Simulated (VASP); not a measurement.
A run of VASP 6.6.1:

The input INCAR:

```
SYSTEM = Y
  PREC = Accurate
  ENCUT = 600
  EDIFF = 1E-6
  ISMEAR = 0
  SIGMA = 0.1
  LREAL = .False.
  LASPH = .True.
  NELM = 80
  ALGO = Fast
  ISIF = 3
  LWAVE = .False.
  LCHARG = .False.
  GGA = PE
  IBRION = 2
  NSW = 100
  EDIFFG = -0.01
```

File KPOINTS:

```
Automatic mesh
0
Gamma
  10 10 10
  0 0 0
```

File POSCAR:

```
Y
1.0
    4.8685108200      0.0000000000      0.0000000000
    0.0000000000      4.8685108200      0.0000000000
    0.0000000000      0.0000000000      4.8685108200
Y
3
Direct
    0.5000000000      0.0000000000      0.0000000000
    0.0000000000      0.5000000000      0.0000000000
    0.0000000000      0.0000000000      0.5000000000
```

Potentials or basis: VASP PAW PBE potentials, release 64 (Y_sv).

Run with:

```sh
$ cat potpaw_PBE.64/Y_sv/POTCAR > POTCAR
$ mpirun -np 1 vasp_std > vasp.out
```

Hardware: 1 thread of Intel(R) Xeon(R) Platinum 8259CL CPU @ 2.50GHz (Skylake/Cascade Lake), with other jobs on the host.

Question: How long does it take, and how much memory?

Answer: It took 6.9 min on 1 thread of Intel(R) Xeon(R) Platinum 8259CL CPU @ 2.50GHz (Skylake/Cascade Lake), with other jobs on the host, peak memory 0.34 GiB. Counts: scf iterations 36, k points 56, ion steps 2.
